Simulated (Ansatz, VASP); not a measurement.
# Sc in VASP and in Ansatz

```
CELL_PARAMETERS angstrom
4.92424 0.00000 0.00000
-2.46212 4.26452 0.00000
0.00000 0.00000 3.09295
ATOMIC_POSITIONS crystal
Sc 0.00000 0.00000 0.00000
Sc 0.33333 0.66667 0.50000
Sc 0.66667 0.33333 0.50000
```

Alike in both runs: task single point; functional PBEsol; k mesh 8 × 8 × 11; occupations fermi-dirac, width 0.1 eV; no spin polarisation.

|  | VASP | Ansatz |
| --- | --- | --- |
| version | VASP 6.6.1 | Ansatz 0.2.0 |
| potentials or method | VASP PAW PBE potentials, release 64 (Sc_sv), cutoff 520 eV | plane waves (420 eV) with PAW, scalar-relativistic |
| valence electrons in the cell | 33 | 33 |

|  | VASP | Ansatz | Ansatz less VASP |
| --- | --- | --- | --- |
| pressure (GPa) | 5.3 | 5.2 | -0.03 |
| traceless stress, the component that is largest in VASP (GPa) | 0.06 | 0.08 | +0.014 |

VASP's potentials were made for PBE, not for PBEsol, and Ansatz warns of the same on its side.
